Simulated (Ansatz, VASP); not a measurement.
Two plane-wave programs on Si2Ni

```
Si Ni
1.0
     0.00000    2.67081    2.67081
     2.67081    0.00000    2.67081
     2.67081    2.67081    0.00000
Si Ni
2 1
Direct
  0.25000 0.25000 0.25000
  0.75000 0.75000 0.75000
  0.00000 0.00000 0.00000
```

Alike in both runs: task single point; functional PBE; k mesh 12 × 12 × 12; occupations gaussian, width 0.05 eV; collinear spin.

|  | VASP | Ansatz |
| --- | --- | --- |
| version | VASP 6.6.1 | Ansatz 0.2.0 |
| potentials or method | VASP PAW PBE potentials, release 64 (Si, Ni), cutoff 520 eV | scalar-relativistic, plane waves, PAW |
| valence electrons in the cell | 18 | 26 |

```csv
,VASP,Ansatz,Ansatz less VASP
gap on the k mesh at the Fermi level (eV),none,none,-
pressure (GPa),9.3,9.3,+0.02
net moment per atom (μB),0.00,0.00,0.000
```

A gap of «none» marks a metal or a gap that the smearing closes. With one functional, cell and mesh, what is left measures potentials, basis and numerics. VASP's potentials hold 18 valence electrons a cell and Ansatz's 26, so a difference there can come from the potentials and not from the codes. Ansatz's warnings: seeded moment not kept.
